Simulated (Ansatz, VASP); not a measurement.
**RbBr in VASP and in Ansatz**

```
CELL_PARAMETERS angstrom
0.00000 3.42750 3.42750
3.42750 0.00000 3.42750
3.42750 3.42750 0.00000
ATOMIC_POSITIONS crystal
Rb 0.00000 0.00000 0.00000
Br 0.50000 0.50000 0.50000
```

Alike in both runs: task single point; functional PBE; k mesh 7 × 7 × 7; occupations fermi-dirac, width 0.28 eV; no spin polarisation.

```csv
,VASP,Ansatz
version,VASP 6.6.1,Ansatz 0.2.0
potentials or method,"VASP PAW PBE potentials, release 64 (Rb_sv, Br), cutoff 520 eV","all-electron LAPW, scalar-relativistic"
```

```csv
,VASP,Ansatz,Ansatz less VASP
pressure (GPa),1.0,1.0,-0.03
```

Ansatz ran all-electron here, and VASP with PAW potentials.
